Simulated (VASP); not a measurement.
# LiW16 (a cell with a defect) in VASP: single point with PBE

Aim: the single point of LiW16 (a cell with a defect) with PBE.

Program: VASP 6.6.1. These are calculated values, not measurements. Logs are shortened: lines on timing, memory, paths and dates and some standing lists are left out, and cuts for length are marked.

## 1. The cell of the first run

The cell holds a defect, 17 atoms: a = 6.320 Å, b = 6.320 Å, c = 6.320 Å, α = 90.00°, β = 90.00°, γ = 90.00°.

## 2. Single point, PBE

Contents of INCAR:

```
  ALGO = Normal
  EDIFF = 1E-6
  ENCUT = 520
  GGA = PE
  ISIF = 2
  ISMEAR = 0
  LASPH = T
  LCHARG = F
  LREAL = Auto
  LWAVE = F
  NBANDS = 128
  NELM = 100
  PREC = Accurate
  SIGMA = 0.15
```

Contents of KPOINTS:

```
k-points
0
Gamma
  3 3 3
```

Contents of POSCAR:

```
LiW16
1.0
    6.3200000000      0.0000000000      0.0000000000
    0.0000000000      6.3200000000      0.0000000000
    0.0000000000      0.0000000000      6.3200000000
W Li
16 1
Direct
    0.0033118671      0.0061518987      0.0009025316
    0.4995066456     -0.0022969937     -0.0026632911
    0.0195840190      0.5373227848     -0.0282851266
    0.0000460443      0.0108606013      0.4982174051
    0.2750925633      0.2528405063      0.2561963608
    0.5069846519      0.5067272152      0.0023132911
    0.4944125000     -0.0079686709      0.5170099684
    0.6900457278      0.2247555380      0.2840914557
    0.0033629747      0.5082577532      0.5030672468
    0.2516617089      0.7544299051      0.2534655063
    0.2516843354      0.2555666139      0.7545965190
    0.4995686709      0.5116686709      0.5112984177
    0.7545352848      0.7468745253      0.2517405063
    0.7545354430      0.2573161392      0.7621036392
    0.2525061709      0.7589636076      0.7501025316
    0.7498572785      0.7584156646      0.7506799051
   -0.0424283228      0.3197112342      0.1898922468
```

Potentials or basis: VASP PAW PBE potentials, release 64 (W_sv, Li_sv).

Launch:

```console
$ cat potpaw_PBE.64/W_sv/POTCAR potpaw_PBE.64/Li_sv/POTCAR > POTCAR
$ mpirun -np 1 vasp_std > vasp.out
```

OUTCAR:

```text
EDIFF = 1E-6
   ENCUT = 520
   GGA = PE
   ISIF = 2
   ISMEAR = 0
   LASPH = T
   LREAL = Auto
   NELM = 100
   PREC = Accurate

 ion  position               nearest neighbor table
   1  0.003  0.006  0.001-  17 2.33  14 2.70  11 2.72  15 2.73  16 2.74  10 2.75  13 2.77   5 2.83
                             3 2.97   8 3.01   2 3.14   4 3.14   4 3.18   2 3.18   3 3.36
   2  0.500  0.998  0.997-   8 2.61  15 2.67  16 2.69   5 2.70  10 2.73  11 2.73  14 2.74  13 2.77
                             7 3.04   6 3.10   1 3.14   1 3.18   6 3.22   7 3.28
   3  0.020  0.537  0.972-  17 1.99  15 2.47  16 2.61  10 2.68  11 2.68  13 2.77  14 2.77   9 2.97
                             1 2.97   5 3.01   6 3.09   6 3.25   1 3.36   9 3.36   8 3.48
   4  0.000  0.011  0.498-   8 2.74  11 2.75  10 2.75  16 2.76  15 2.76  14 2.76  13 2.76  17 2.77
                             5 2.77   7 3.13   1 3.14   9 3.14   9 3.18   1 3.18   7 3.20
   5  0.275  0.253  0.256-  17 2.09   8 2.63  12 2.70   2 2.70   6 2.70   7 2.71   4 2.77   1 2.83
                             9 2.83   3 3.01  11 3.15  10 3.15  10 3.17  11 3.17
   6  0.507  0.507  0.002-  13 2.69  14 2.69   5 2.70  16 2.72  11 2.75  10 2.75  15 2.77   8 2.77
                             3 3.09   2 3.10  12 3.10  12 3.22   2 3.22   3 3.25
   7  0.494  0.992  0.517-   8 2.42  15 2.58  16 2.64   5 2.71  11 2.72  10 2.72  14 2.81  13 2.81
                             2 3.04  12 3.04   4 3.13   4 3.20  12 3.28   2 3.28
   8  0.690  0.225  0.284-  17 1.89   7 2.42   2 2.61  12 2.61   5 2.63   4 2.74   6 2.77   1 3.01
                             9 3.01  13 3.05  14 3.06  14 3.33  13 3.33   3 3.48
   9  0.003  0.508  0.503-  17 2.33  13 2.70  10 2.72  15 2.73  16 2.74  11 2.75  14 2.77   5 2.83
                             3 2.97   8 3.01  12 3.14   4 3.14   4 3.18  12 3.18   3 3.36
  10  0.252  0.754  0.253-   3 2.68   9 2.72   7 2.72   2 2.73  12 2.73   1 2.75   4 2.75   6 2.75
                            15 3.14  13 3.14   5 3.15   5 3.17  13 3.18  15 3.18
  11  0.252  0.256  0.755-   3 2.68   1 2.72   7 2.72  12 2.73   2 2.73   9 2.75   4 2.75   6 2.75
                            15 3.14  14 3.14   5 3.15   5 3.17  14 3.18  15 3.18
  12  0.500  0.512  0.511-   8 2.61  15 2.68  16 2.69   5 2.70  11 2.73  10 2.73  13 2.74  14 2.77
                             7 3.04   6 3.10   9 3.14   9 3.18   6 3.22   7 3.28
  13  0.755  0.747  0.252-   6 2.69   9 2.70  12 2.74   4 2.76   1 2.77   3 2.77   2 2.77   7 2.81
                            17 3.01   8 3.05  10 3.14  16 3.15  16 3.17  10 3.18   8 3.33
  14  0.755  0.257  0.762-   6 2.69   1 2.70   2 2.74   4 2.76   9 2.77   3 2.77  12 2.77   7 2.81
                            17 3.02   8 3.06  11 3.14  16 3.15  16 3.17  11 3.18   8 3.33
  15  0.253  0.759  0.750-   3 2.47   7 2.58   2 2.67  12 2.68   9 2.73   1 2.73   4 2.76   6 2.77
                            11 3.14  10 3.14  16 3.14  16 3.18  10 3.18  11 3.18
  16  0.750  0.758  0.751-   3 2.61   7 2.64   2 2.69  12 2.69   6 2.72   9 2.74   1 2.74   4 2.76
                            15 3.14  14 3.15  13 3.15  13 3.17  14 3.17  15 3.18
  17  0.958  0.320  0.190-   8 1.89   3 1.99   5 2.09   9 2.33   1 2.33   4 2.77  13 3.01  14 3.02

  LATTYP: Found a simple cubic cell.
 ALAT       =     6.3200000000

  Lattice vectors:

 A1 = (   6.3200000000,   0.0000000000,   0.0000000000)
 A2 = (   0.0000000000,   6.3200000000,   0.0000000000)
 A3 = (   0.0000000000,   0.0000000000,   6.3200000000)

Analysis of symmetry for initial positions (statically):
=====================================================================
 Subroutine PRICEL returns:
 Original cell was already a primitive cell.

 Routine SETGRP: Setting up the symmetry group for a
 simple cubic supercell.

 Subroutine GETGRP returns: Found  1 space group operations
 (whereof  1 operations were pure point group operations)
 out of a pool of 48 trial point group operations.

The static configuration has the point symmetry C_1 .

Analysis of symmetry for dynamics (positions and initial velocities):
=====================================================================
 Subroutine PRICEL returns:
 Original cell was already a primitive cell.

 Routine SETGRP: Setting up the symmetry group for a
 simple cubic supercell.

 Subroutine GETGRP returns: Found  1 space group operations
 (whereof  1 operations were pure point group operations)
 out of a pool of 48 trial point group operations.

The dynamic configuration has the point symmetry C_1 .

 Subroutine INISYM returns: Found  1 space group operations
 (whereof  1 operations are pure point group operations),
 and found     1 'primitive' translations

----------------------------------------------------------------------------------------

                                     Primitive cell

  volume of cell :     252.4360

  direct lattice vectors                    reciprocal lattice vectors
     6.320000000  0.000000000  0.000000000     0.158227848  0.000000000  0.000000000
     0.000000000  6.320000000  0.000000000     0.000000000  0.158227848  0.000000000
     0.000000000  0.000000000  6.320000000     0.000000000  0.000000000  0.158227848

  length of vectors
     6.320000000  6.320000000  6.320000000     0.158227848  0.158227848  0.158227848

  position of ions in fractional coordinates (direct lattice)
     0.003311867  0.006151899  0.000902532
     0.499506646  0.997703006  0.997336709
     0.019584019  0.537322785  0.971714873
     0.000046044  0.010860601  0.498217405
     0.275092563  0.252840506  0.256196361
     0.506984652  0.506727215  0.002313291
[... 9 lines left out ...]
     0.749857279  0.758415665  0.750679905
     0.957571677  0.319711234  0.189892247

  ion indices of the primitive-cell ions
   primitive index   ion index
                 1           1
                 2           2
                 3           3
                 4           4
                 5           5
                 6           6
[... 9 lines left out ...]
                16          16
                17          17

----------------------------------------------------------------------------------------

 KPOINTS: k-points

Automatic generation of k-mesh.
 Grid dimensions read from file:
 generate k-points for:    3    3    3

 Generating k-lattice:

  Cartesian coordinates                     Fractional coordinates (reciprocal lattice)
     0.052742616  0.000000000  0.000000000     0.333333333  0.000000000  0.000000000
     0.000000000  0.052742616  0.000000000     0.000000000  0.333333333  0.000000000
     0.000000000  0.000000000  0.052742616     0.000000000  0.000000000  0.333333333

  Length of vectors
     0.052742616  0.052742616  0.052742616

  Shift w.r.t. Gamma in fractional coordinates (k-lattice)
     0.000000000  0.000000000  0.000000000

 Subroutine IBZKPT returns following result:
 ===========================================

 Found     14 irreducible k-points:

 Following reciprocal coordinates:
            Coordinates               Weight
  0.000000  0.000000  0.000000      1.000000
  0.333333  0.000000  0.000000      2.000000
  0.000000  0.333333  0.000000      2.000000
  0.000000  0.000000  0.333333      2.000000
  0.333333  0.333333  0.000000      2.000000
  0.000000  0.333333  0.333333      2.000000
  0.333333  0.000000  0.333333      2.000000
 -0.333333  0.333333  0.000000      2.000000
 -0.333333  0.000000  0.333333      2.000000
  0.000000 -0.333333  0.333333      2.000000
  0.333333  0.333333  0.333333      2.000000
 -0.333333  0.333333  0.333333      2.000000
 -0.333333 -0.333333  0.333333      2.000000
  0.333333 -0.333333  0.333333      2.000000
   k-points           NKPTS =     14   k-points in BZ     NKDIM =     14   number of bands    NBANDS=    128
   number of dos      NEDOS =    301   number of ions     NIONS =     17
   total plane-waves  NPLWV = 110592
   dimension x,y,z NGX =    48 NGY =   48 NGZ =   48
   dimension x,y,z NGXF=    96 NGYF=   96 NGZF=   96
   ions per type =              16   1
   NGX,Y,Z   is equivalent  to a cutoff of  12.63, 12.63, 12.63 a.u.
   NGXF,Y,Z  is equivalent  to a cutoff of  25.25, 25.25, 25.25 a.u.
 SYSTEM =  unknown system
   PREC   = accura    normal or accurate (medium, high low for compatibility)
   ISTART =      0    job   : 0-new  1-cont  2-samecut
   ICHARG =      2    charge: 1-file 2-atom 10-const
   ISPIN  =      1    spin polarized calculation?
   LNONCOLLINEAR =      F non collinear calculations
   LSORBIT =      F    spin-orbit coupling
   LASPH  =      T    aspherical Exc in radial PAW
   ENCUT  =  520.0 eV  38.22 Ry    6.18 a.u.  11.75 11.75 11.75*2*pi/ulx,y,z
   NELM   =    100;   NELMIN=  2; NELMDL= -5     # of ELM steps
   EDIFF  = 0.1E-05   stopping-criterion for ELM
   LREAL  =      T    real-space projection
   EDIFFG = 0.1E-04   stopping-criterion for IOM
   NSW    =      0    number of steps for IOM
   IBRION =     -1    ionic relax: 0-MD 1-quasi-New 2-CG
   NFREE  =      0    steps in history (QN), initial steepest desc. (CG)
   ISIF   =      2    stress and relaxation
   ISYM   =      2    0-nonsym 1-usesym 2-fastsym
   POTIM  = 0.5000    time-step for ionic-motion
   TEBEG  =    0.0;   TEEND  =   0.0 temperature during run
   PSTRESS=    0.0 pullay stress
   NELECT =     227.0000    total number of electrons
   NUPDOWN=      -1.0000    fix difference up-down
   EMIN   =  10.00;   EMAX   =-10.00  energy-range for DOS
   EFERMI =   0.00;   METHOD = LEGACY
   ISMEAR =     0;   SIGMA  =   0.15  broadening in eV -4-tet -1-fermi 0-gaus
   EFERMI_NEDOS =   21; number of points for ismear=-14 and -15
   IALGO  =     38    algorithm
   IMIX   =      4    mixing-type and parameters
     AMIX     =   0.40;   BMIX     =  1.00
     AMIX_MAG =   1.60;   BMIX_MAG =  1.00
  volume/ion in A,a.u.               =      14.85       100.21
  Fermi-wavevector in a.u.,A,eV,Ry     =   1.580155  2.986060 33.972251  2.496890
  Thomas-Fermi vector in A             =   2.680426
   LORBIT       =      0    0 simple, 1 ext, 2 COOP (PROOUT), +10 PAW based schemes
   GGA     = PE    functional components
   LHFCALC =     F    Hartree Fock is set to
   AEXX    =    0.0000 exact exchange contribution
   IVDW    =     0    specifies the selected vdW correction
   LEPSILON=     F    determine dielectric tensor
   LRPA    =     F    only Hartree local field effects (RPA)
 non-spin polarized calculation
 Gauss-broadening in eV      SIGMA  =   0.15
  energy-cutoff  :      520.00
  volume of cell :      252.44
 maximum number of plane-waves:      6859
   NGX = 23   NGY = 23   NGZ = 23

 number of electron     227.0000005 magnetization

 Free energy of the ion-electron system (eV)
  ---------------------------------------------------
  ext. energy  EPLUGINS =         0.00000000
  ---------------------------------------------------
  free energy    TOTEN  =      -201.42491820 eV

  energy without entropy =     -201.34397187  energy(sigma->0) =     -201.38444503

 E-fermi :  11.6516     XC(G=0): -13.7171

 val. band max:       11.6472474373   @ k =   0.3333   0.0000   0.0000
 cond. band min:      11.6687393237   @ k =   0.0000   0.0000   0.0000
 fundamental gap:      0.0214918864
 Fermi energy:        11.6515808089

 k-point     1 :       0.0000    0.0000    0.0000
  band No.  band energies     occupation
      1     -62.4212      2.00000
      2     -62.3384      2.00000
      3     -62.3335      2.00000
      4     -62.3026      2.00000
      5     -62.3001      2.00000
      6     -62.2986      2.00000
[... 117 lines left out ...]
    124      13.4823      0.00000
    125      13.5186      0.00000

 k-point     2 :       0.3333    0.0000    0.0000
  band No.  band energies     occupation
      1     -62.4045      2.00000
      2     -62.3590      2.00000
      3     -62.3379      2.00000
      4     -62.3104      2.00000
      5     -62.3040      2.00000
      6     -62.3005      2.00000
[... 1653 lines left out ...]
    124      13.5747      0.00000
    125      13.6775      0.00000
 [bands above 125 left out]

------------------------ aborting loop because EDIFF is reached ----------------------------------------

  FORCE on cell =-STRESS in cart. coord.  units (eV):
  Direction    XX          YY          ZZ          XY          YZ          ZX
  --------------------------------------------------------------------------------------
  -------------------------------------------------------------------------------------
  Total       40.2128639     30.4826268     30.5293258      4.9873795     -4.1835178     -4.9650380
  in kB      255.2256691    193.4691558    193.7655484     31.6542308    -26.5522279    -31.5124324
  external PRESSURE =     214.1534578 kB  Pullay stress =       0.0000000 kB

 VOLUME and BASIS-vectors are now :
 -----------------------------------------------------------------------------
  energy-cutoff  :      520.00
  volume of cell :      252.44
      direct lattice vectors                 reciprocal lattice vectors
     6.320000000  0.000000000  0.000000000     0.158227848  0.000000000  0.000000000
     0.000000000  6.320000000  0.000000000     0.000000000  0.158227848  0.000000000
     0.000000000  0.000000000  6.320000000     0.000000000  0.000000000  0.158227848

 POSITION                                       TOTAL-FORCE (eV/Angst)
 -----------------------------------------------------------------------------------
      0.02093      0.03888      0.00570        -0.003121      0.007064      0.011759
      3.15688      6.30548      6.30317         0.001897     -0.003585     -0.002833
      0.12377      3.39588      6.14124        -0.031824     -0.023776      0.024568
      0.00029      0.06864      3.14873         0.001898      0.003899     -0.003589
      1.73859      1.59795      1.61916         0.002247      0.002898     -0.003319
      3.20414      3.20252      0.01462        -0.003472      0.005235     -0.005148
[... 9 lines left out ...]
      4.73910      4.79319      4.74430         0.005682     -0.005075      0.000251
      6.05185      2.02058      1.20012         0.036579     -0.005961     -0.007821
 -----------------------------------------------------------------------------------
    total drift:                                0.010020     -0.010362     -0.008095

  FREE ENERGIE OF THE ION-ELECTRON SYSTEM (eV)
  ---------------------------------------------------
  free  energy   TOTEN  =      -201.4249181968 eV

  energy  without entropy=     -201.3439718700  energy(sigma->0) =     -201.38444503
```

Run time: 33 min. Hardware: 1 thread of Intel Xeon 8259CL, shared host; peak memory 0.49 GiB.

What came out:

```
Free energy            : -201.4249 eV
Largest force          : 0.052 eV/Å
Band gap on the k mesh : zero (an odd number of electrons rules out a gap without spin polarisation)
```

Forces in eV/Å, atoms in the order of the input:
```
W   -0.003  0.007  0.012
W    0.002 -0.004 -0.003
W   -0.032 -0.024  0.025
W    0.002  0.004 -0.004
W    0.002  0.003 -0.003
W   -0.003  0.005 -0.005
W   -0.029 -0.031  0.030
W    0.010  0.028 -0.022
W   -0.003 -0.010 -0.005
W   -0.002  0.003  0.001
W   -0.002  0.001 -0.001
W    0.002  0.003  0.004
W    0.000  0.008 -0.001
W    0.001  0.004 -0.004
W    0.014  0.015 -0.016
W    0.006 -0.005  0.000
Li   0.037 -0.006 -0.008
```

Caveat: the cutoff is under 1.25 times the usual one of these potentials, so pressure, stress and relaxed cells hold a basis-set (Pulay) error; atoms lie so close that the PAW spheres overlap strongly, which falsifies energies and pressures; spin-orbit coupling is left out, which moves the levels of the heavy elements.

The gap in the log of VASP goes by the Fermi energy; the results here count the filled bands.